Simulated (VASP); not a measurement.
The system is HfO2.

```
CELL_PARAMETERS angstrom
0.00000 2.54881 2.54881
2.54881 0.00000 2.54881
2.54881 2.54881 0.00000
ATOMIC_POSITIONS crystal
Hf 0.00000 0.00000 0.00000
O 0.25000 0.25000 0.25000
O 0.75000 0.75000 0.75000
```

* Program: VASP 6.6.1
* Task: relaxation of cell and atoms
* Functional: PBE
* Dispersion: D3(BJ)
* Potentials or basis: VASP PAW PBE potentials, release 64 (Hf_pv, O)
* Cutoff: 600 eV
* k mesh: 8 × 8 × 8
* Occupations: gaussian, width 0.02 eV
* Spin: no spin polarisation

At the start: pressure -7.5 GPa; volume 11.04 Å³/atom.

Task: Where does the relaxation end?

Result: Over 3 steps the energy falls by 8.0 meV/atom and the volume is 10.71 Å³/atom (-3.0 %); space group Fm-3m (No. 225, to 0.05 Å).

Step by step:
```tsv
step	energy change (eV)	largest force (eV/Å)	pressure (GPa)	volume (Å³)
1	0.0000	0.0000	-7.47	33.12
2	0.0301	0.0000	12.86	30.71
3	-0.0240	0.0000	-0.04	32.13
```

Final structure:
```cif
data_structure
_symmetry_space_group_name_H-M 'P 1'
_symmetry_Int_Tables_number 1
_cell_length_a 3.5683
_cell_length_b 3.5683
_cell_length_c 3.5683
_cell_angle_alpha 60.000
_cell_angle_beta 60.000
_cell_angle_gamma 60.000
_cell_volume 32.13
loop_
_atom_site_label
_atom_site_type_symbol
_atom_site_fract_x
_atom_site_fract_y
_atom_site_fract_z
_atom_site_occupancy
Hf1 Hf 0.00000 0.00000 0.00000 1
O1 O 0.25000 0.25000 0.25000 1
O2 O 0.75000 0.75000 0.75000 1
```
